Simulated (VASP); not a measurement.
Wanted: the native input for a VASP 6.6.1 run.

```
Task                   : single point
Functional             : r2SCAN
Potentials or basis    : VASP PAW PBE potentials, release 64 (Ti_sv, Co)
Cutoff                 : 520 eV
k mesh                 : 14 × 14 × 14
Occupations            : gaussian, width 0.1 eV
Spin                   : collinear spin, ferrimagnetic start
Starting moments       : [-0.74, 1.48, 1.48, 1.48] μB
Dipole correction      : no
Further INCAR settings : ALGO = Normal; EDIFF = 1e-07; NBANDS = 32
```

TiCo3:

```
Ti Co
1.0
     3.61400    0.00000    0.00000
     0.00000    3.61400    0.00000
     0.00000    0.00000    3.61400
Ti Co
1 3
Cartesian
  0.0000 0.0000 0.0000
  0.0000 1.8070 1.8070
  1.8070 0.0000 1.8070
  1.8070 1.8070 0.0000
```

These files were run (other wordings do the same):

POSCAR

```
TiCo3
1.0
    3.6140000000      0.0000000000      0.0000000000
    0.0000000000      3.6140000000      0.0000000000
    0.0000000000      0.0000000000      3.6140000000
Ti Co
1 3
Direct
    0.0000000000      0.0000000000      0.0000000000
    0.0000000000      0.5000000000      0.5000000000
    0.5000000000      0.0000000000      0.5000000000
    0.5000000000      0.5000000000      0.0000000000
```

INCAR.step1

```
SYSTEM = TiCo3
PREC = Accurate
ENCUT = 520
ISMEAR = 0
SIGMA = 0.1
LREAL = .False.
LASPH = .True.
NELM = 150
ISPIN = 2
MAGMOM = -0.74 1.48 1.48 1.48
LMAXMIX = 4
NBANDS = 32
GGA = PE
ALGO = Normal
EDIFF = 1E-4
LWAVE = .True.
LCHARG = .False.
```

INCAR.step2

```
SYSTEM = TiCo3
PREC = Accurate
ENCUT = 520
EDIFF = 1E-7
ISMEAR = 0
SIGMA = 0.1
LREAL = .False.
LASPH = .True.
NELM = 150
ALGO = Normal
ISIF = 2
LWAVE = .False.
LCHARG = .False.
ISPIN = 2
MAGMOM = -0.74 1.48 1.48 1.48
LORBIT = 11
LMAXMIX = 4
METAGGA = R2SCAN
LMIXTAU = .True.
NBANDS = 32
ISTART = 1
```

KPOINTS

```
Automatic mesh
0
Gamma
  14 14 14
  0 0 0
```

Potentials or basis: VASP PAW PBE potentials, release 64 (Ti_sv, Co).

Command:

```bash
$ cat potpaw_PBE.64/Ti_sv/POTCAR potpaw_PBE.64/Co/POTCAR > POTCAR
$ cp INCAR.step1 INCAR
$ mpirun -np 1 vasp_std > vasp.out
$ cp INCAR.step2 INCAR
$ mpirun -np 1 vasp_std > vasp.out
```

Results of the run:

* Pressure: -4.1 GPa
* Net moment: 2.79 μB per cell
* Site moments: Ti -0.74; Co +1.29 μB
* Valence electrons inside the program's atomic spheres: Ti 10.34; Co 8.33

Caveat: the cell stands under tension; the PAW data sets were made with another functional, which shifts forces and pressure a little.

It took 30 min on 1 thread of Oxide Virtual Turin-like Processor, with other jobs on the host, peak memory 0.35 GiB.
